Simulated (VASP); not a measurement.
# Hg3O2 (P-3m1) in VASP: single point with PBE

Aim: the single point of Hg3O2 with PBE.

All numbers are computed with VASP 6.6.1; they aren't measurements. Logs are shortened: lines on timing, memory, paths and dates and some standing lists are left out, and cuts for length are marked.

### Step 1. The cell of the first run

Symmetry: P-3m1, No. 164, trigonal system. The conventional cell has a = 3.843 Å, b = 3.843 Å, c = 7.940 Å, α = 90.00°, β = 90.00°, γ = 120.00°. Within 4.5 Å of Hg (site symmetry -3m) lie 12 Hg at 3.39 to 3.84 Å and 6 O at 3.53 Å. Within 2.9 Å of Hg (site symmetry 3m) lie 4 O at 2.23 to 2.63 Å. Within 2.9 Å of O (site symmetry 3m) lie 4 Hg at 2.23 to 2.63 Å.

### Step 2. Single point, PBE

The input, INCAR:

```
PREC     = Accurate       # precision mode
ENCUT    = 520            # plane-wave cutoff, eV
EDIFF    = 1E-7           # SCF threshold, eV
ISMEAR   = 0              # smearing method
SIGMA    = 0.1            # smearing width, eV
LREAL    = False          # projectors in reciprocal space
LASPH    = True           # aspherical terms in the spheres
NELM     = 60             # most SCF steps
ALGO     = Normal         # electronic algorithm
ISIF     = 2              # what is computed and relaxed
LWAVE    = False          # write WAVECAR
LCHARG   = False          # write CHGCAR
GGA      = PE             # functional
NBANDS   = 32             # bands
```

The input, KPOINTS:

```
regular mesh
0
Gamma
  12 12 6
```

The input, POSCAR:

```
Hg3O2
1.0
    3.8428148652      0.0000000000      0.0000000000
   -1.9214074326      3.3279752953      0.0000000000
    0.0000000000      0.0000000000      7.9403663344
Hg O
3 2
Direct
    0.0000000000      0.0000000000      0.0000000000
    0.3333333333      0.6666666667      0.6766853694
    0.6666666667      0.3333333333      0.3233146306
    0.3333333333      0.6666666667      0.3456274277
    0.6666666667      0.3333333333      0.6543725723
```

Potentials or basis: VASP PAW PBE potentials, release 64 (Hg, O).

Launch:

```sh
cat potpaw_PBE.64/Hg/POTCAR potpaw_PBE.64/O/POTCAR > POTCAR
mpirun -np 1 vasp_std > vasp.out
```

OUTCAR:

```text
PREC = Accurate
   ENCUT = 520
   EDIFF = 1E-7
   ISMEAR = 0
   LREAL = False
   LASPH = True
   NELM = 60
   ISIF = 2
   GGA = PE

 ion  position               nearest neighbor table
   1  0.000  0.000  0.000-   2 3.39   3 3.39   2 3.39   3 3.39   3 3.39   2 3.39
   2  0.333  0.667  0.677-   5 2.23   5 2.23   5 2.23   4 2.63   1 3.39   1 3.39   1 3.39   3 3.58
                             3 3.58   3 3.58
   3  0.667  0.333  0.323-   4 2.23   4 2.23   4 2.23   5 2.63   1 3.39   1 3.39   1 3.39   2 3.58
                             2 3.58   2 3.58
   4  0.333  0.667  0.346-   3 2.23   3 2.23   3 2.23   2 2.63
   5  0.667  0.333  0.654-   2 2.23   2 2.23   2 2.23   3 2.63

  LATTYP: Found a hexagonal cell.
 ALAT       =     3.8428148652
 C/A-ratio  =     2.0662890649

  Lattice vectors:

 A1 = (   3.8428148652,   0.0000000000,   0.0000000000)
 A2 = (  -1.9214074326,   3.3279752953,   0.0000000000)
 A3 = (   0.0000000000,   0.0000000000,   7.9403663344)

Analysis of symmetry for initial positions (statically):
=====================================================================
 Subroutine PRICEL returns:
 Original cell was already a primitive cell.

 Routine SETGRP: Setting up the symmetry group for a
 hexagonal supercell.

 Subroutine GETGRP returns: Found 12 space group operations
 (whereof 12 operations were pure point group operations)
 out of a pool of 24 trial point group operations.

The static configuration has the point symmetry D_3d.

Analysis of symmetry for dynamics (positions and initial velocities):
=====================================================================
 Subroutine PRICEL returns:
 Original cell was already a primitive cell.

 Routine SETGRP: Setting up the symmetry group for a
 hexagonal supercell.

 Subroutine GETGRP returns: Found 12 space group operations
 (whereof 12 operations were pure point group operations)
 out of a pool of 24 trial point group operations.

The dynamic configuration has the point symmetry D_3d.

 Subroutine INISYM returns: Found 12 space group operations
 (whereof 12 operations are pure point group operations),
 and found     1 'primitive' translations

----------------------------------------------------------------------------------------

                                     Primitive cell

  volume of cell :     101.5477

  direct lattice vectors                    reciprocal lattice vectors
     3.842814865  0.000000000  0.000000000     0.260225911  0.150241500  0.000000000
    -1.921407433  3.327975295  0.000000000     0.000000000  0.300483000  0.000000000
     0.000000000  0.000000000  7.940366334     0.000000000  0.000000000  0.125938774

  length of vectors
     3.842814865  3.842814865  7.940366334     0.300483000  0.300483000  0.125938774

  position of ions in fractional coordinates (direct lattice)
     0.000000000  0.000000000  0.000000000
     0.333333333  0.666666667  0.676685369
     0.666666667  0.333333333  0.323314631
     0.333333333  0.666666667  0.345627428
     0.666666667  0.333333333  0.654372572

  ion indices of the primitive-cell ions
   primitive index   ion index
                 1           1
                 2           2
                 3           3
                 4           4
                 5           5

----------------------------------------------------------------------------------------

 KPOINTS: regular mesh

Automatic generation of k-mesh.
 Grid dimensions read from file:
 generate k-points for:   12   12    6

 Generating k-lattice:

  Cartesian coordinates                     Fractional coordinates (reciprocal lattice)
     0.021685493  0.012520125  0.000000000     0.083333333  0.000000000  0.000000000
     0.000000000  0.025040250  0.000000000     0.000000000  0.083333333  0.000000000
     0.000000000  0.000000000  0.020989796     0.000000000  0.000000000  0.166666667

  Length of vectors
     0.025040250  0.025040250  0.020989796

  Shift w.r.t. Gamma in fractional coordinates (k-lattice)
     0.000000000  0.000000000  0.000000000

 Subroutine IBZKPT returns following result:
 ===========================================

 Found    100 irreducible k-points:

 Following reciprocal coordinates:
            Coordinates               Weight
  0.000000  0.000000  0.000000      1.000000
  0.083333 -0.000000  0.000000      6.000000
  0.166667 -0.000000  0.000000      6.000000
  0.250000 -0.000000  0.000000      6.000000
  0.333333 -0.000000  0.000000      6.000000
  0.416667 -0.000000  0.000000      6.000000
[... 16 lines left out ...]
  0.166667 -0.000000  0.166667      6.000000
  0.000000  0.166667  0.166667      6.000000
 [... further k-points ...]
   k-points           NKPTS =    100   k-points in BZ     NKDIM =    100   number of bands    NBANDS=     32
   number of dos      NEDOS =    301   number of ions     NIONS =      5
   total plane-waves  NPLWV =  54000
   dimension x,y,z NGX =    30 NGY =   30 NGZ =   60
   dimension x,y,z NGXF=    60 NGYF=   60 NGZF=  120
   ions per type =               3   2
   NGX,Y,Z   is equivalent  to a cutoff of  12.98, 12.98, 12.56 a.u.
   NGXF,Y,Z  is equivalent  to a cutoff of  25.96, 25.96, 25.12 a.u.
 SYSTEM =  unknown system
   PREC   = accura    normal or accurate (medium, high low for compatibility)
   ISTART =      0    job   : 0-new  1-cont  2-samecut
   ICHARG =      2    charge: 1-file 2-atom 10-const
   ISPIN  =      1    spin polarized calculation?
   LNONCOLLINEAR =      F non collinear calculations
   LSORBIT =      F    spin-orbit coupling
   LASPH  =      T    aspherical Exc in radial PAW
   ENCUT  =  520.0 eV  38.22 Ry    6.18 a.u.   7.15  7.15 14.76*2*pi/ulx,y,z
   NELM   =     60;   NELMIN=  2; NELMDL= -5     # of ELM steps
   EDIFF  = 0.1E-06   stopping-criterion for ELM
   LREAL  =      F    real-space projection
   EDIFFG = 0.1E-05   stopping-criterion for IOM
   NSW    =      0    number of steps for IOM
   IBRION =     -1    ionic relax: 0-MD 1-quasi-New 2-CG
   NFREE  =      0    steps in history (QN), initial steepest desc. (CG)
   ISIF   =      2    stress and relaxation
   ISYM   =      2    0-nonsym 1-usesym 2-fastsym
   POTIM  = 0.5000    time-step for ionic-motion
   TEBEG  =    0.0;   TEEND  =   0.0 temperature during run
   PSTRESS=    0.0 pullay stress
   NELECT =      48.0000    total number of electrons
   NUPDOWN=      -1.0000    fix difference up-down
   EMIN   =  10.00;   EMAX   =-10.00  energy-range for DOS
   EFERMI =   0.00;   METHOD = LEGACY
   ISMEAR =     0;   SIGMA  =   0.10  broadening in eV -4-tet -1-fermi 0-gaus
   EFERMI_NEDOS =   21; number of points for ismear=-14 and -15
   IALGO  =     38    algorithm
   IMIX   =      4    mixing-type and parameters
     AMIX     =   0.40;   BMIX     =  1.00
     AMIX_MAG =   1.60;   BMIX_MAG =  1.00
  volume/ion in A,a.u.               =      20.31       137.06
  Fermi-wavevector in a.u.,A,eV,Ry     =   1.275259  2.409891 22.126973  1.626287
  Thomas-Fermi vector in A             =   2.407982
   LORBIT       =      0    0 simple, 1 ext, 2 COOP (PROOUT), +10 PAW based schemes
   GGA     = PE    functional components
   LHFCALC =     F    Hartree Fock is set to
   AEXX    =    0.0000 exact exchange contribution
   IVDW    =     0    specifies the selected vdW correction
   LEPSILON=     F    determine dielectric tensor
   LRPA    =     F    only Hartree local field effects (RPA)
 non-spin polarized calculation
 Gauss-broadening in eV      SIGMA  =   0.10
  energy-cutoff  :      520.00
  volume of cell :      101.55
 maximum number of plane-waves:      2766
 NGX is ok and might be reduce to    30
   NGX = 15   NGY = 15   NGZ = 29

 number of electron      48.0000004 magnetization

 Free energy of the ion-electron system (eV)
  ---------------------------------------------------
  ext. energy  EPLUGINS =         0.00000000
  ---------------------------------------------------
  free energy    TOTEN  =       -10.96620044 eV

  energy without entropy =      -10.96459638  energy(sigma->0) =      -10.96539841

 E-fermi :   0.5757     XC(G=0):  -9.9018

 val. band max:        0.5420996809   @ k =   0.0000   0.0000   0.5000
 cond. band min:       0.6202762481   @ k =   0.0000   0.0000   0.1667
 fundamental gap:      0.0781765672
 Fermi energy:         0.5757182725

 k-point     1 :       0.0000    0.0000    0.0000
  band No.  band energies     occupation
      1     -16.6438      2.00000
      2     -16.3909      2.00000
      3      -6.0463      2.00000
      4      -6.0463      2.00000
      5      -5.9453      2.00000
      6      -5.9453      2.00000
[... 24 lines left out ...]
     31      11.3810      0.00000
     32      11.3810      0.00000

 k-point     2 :       0.0833   -0.0000    0.0000
  band No.  band energies     occupation
      1     -16.6257      2.00000
      2     -16.3802      2.00000
      3      -6.0368      2.00000
      4      -6.0029      2.00000
      5      -5.9579      2.00000
      6      -5.8964      2.00000
[... 24 lines left out ...]
     31      10.6950      0.00000
     32      11.3239      0.00000

 k-point     3 :       0.1667   -0.0000    0.0000
  band No.  band energies     occupation
      1     -16.5753      2.00000
      2     -16.3514      2.00000
      3      -6.0000      2.00000
      4      -5.9624      2.00000
      5      -5.8789      2.00000
      6      -5.7561      2.00000
[... 24 lines left out ...]
     31      10.0741      0.00000
     32      10.4461      0.00000

 k-point     4 :       0.2500   -0.0000    0.0000
  band No.  band energies     occupation
      1     -16.5041      2.00000
      2     -16.3144      2.00000
      3      -5.9392      2.00000
      4      -5.8736      2.00000
      5      -5.6954      2.00000
      6      -5.5449      2.00000
[... 654 lines left out ...]
     31      10.6291      0.00000
     32      11.1407      0.00000

 k-point    23 :       0.1667   -0.0000    0.1667
  band No.  band energies     occupation
      1     -16.5747      2.00000
      2     -16.3518      2.00000
      3      -6.0031      2.00000
      4      -5.9606      2.00000
      5      -5.8724      2.00000
      6      -5.7663      2.00000
[... 24 lines left out ...]
     31      10.2421      0.00000
     32      10.8760      0.00000

 k-point    24 :       0.0000    0.1667    0.1667
  band No.  band energies     occupation
      1     -16.5747      2.00000
      2     -16.3518      2.00000
      3      -6.0150      2.00000
      4      -5.9529      2.00000
      5      -5.8731      2.00000
      6      -5.7555      2.00000
[... 24 lines left out ...]
     31       9.8319      0.00000
     32      10.5884      0.00000

 [... further k-points ...]

------------------------ aborting loop because EDIFF is reached ----------------------------------------

  FORCE on cell =-STRESS in cart. coord.  units (eV):
  Direction    XX          YY          ZZ          XY          YZ          ZX
  --------------------------------------------------------------------------------------
  -------------------------------------------------------------------------------------
  Total        0.5443300      0.5443300      0.1684001      0.0000000      0.0000000      0.0000000
  in kB        8.5882124      8.5882124      2.6569469      0.0000000      0.0000000      0.0000000
  external PRESSURE =       6.6111239 kB  Pullay stress =       0.0000000 kB

 VOLUME and BASIS-vectors are now :
 -----------------------------------------------------------------------------
  energy-cutoff  :      520.00
  volume of cell :      101.55
      direct lattice vectors                 reciprocal lattice vectors
     3.842814865  0.000000000  0.000000000     0.260225911  0.150241500  0.000000000
    -1.921407433  3.327975295  0.000000000     0.000000000  0.300483000  0.000000000
     0.000000000  0.000000000  7.940366334     0.000000000  0.000000000  0.125938774

 POSITION                                       TOTAL-FORCE (eV/Angst)
 -----------------------------------------------------------------------------------
      0.00000      0.00000      0.00000         0.000000      0.000000      0.000000
     -0.00000      2.21865      5.37313         0.000000     -0.000000      0.034417
      1.92141      1.10933      2.56724         0.000000      0.000000     -0.034417
     -0.00000      2.21865      2.74441        -0.000000      0.000000     -0.002841
      1.92141      1.10933      5.19596         0.000000     -0.000000      0.002841
 -----------------------------------------------------------------------------------
    total drift:                               -0.000000      0.000000     -0.000000

  FREE ENERGIE OF THE ION-ELECTRON SYSTEM (eV)
  ---------------------------------------------------
  free  energy   TOTEN  =       -10.9662004356 eV

  energy  without entropy=      -10.9645963770  energy(sigma->0) =      -10.96539841
```

Wall time 10 min (1 thread of AMD EPYC 7R13, shared host); peak memory 0.36 GiB.

What came out:

```
Free energy            : -10.9662 eV
Pressure               : 0.7 GPa
Largest force          : 0.034 eV/Å
Band gap on the k mesh : zero (filled and empty bands touch)
```

Forces on the atoms (eV/Å):
```
Hg   0.000  0.000  0.000
Hg   0.000  0.000  0.034
Hg   0.000  0.000 -0.034
O    0.000  0.000 -0.003
O    0.000  0.000  0.003
```

Caveat: spin-orbit coupling is left out, which moves the levels of the heavy elements.
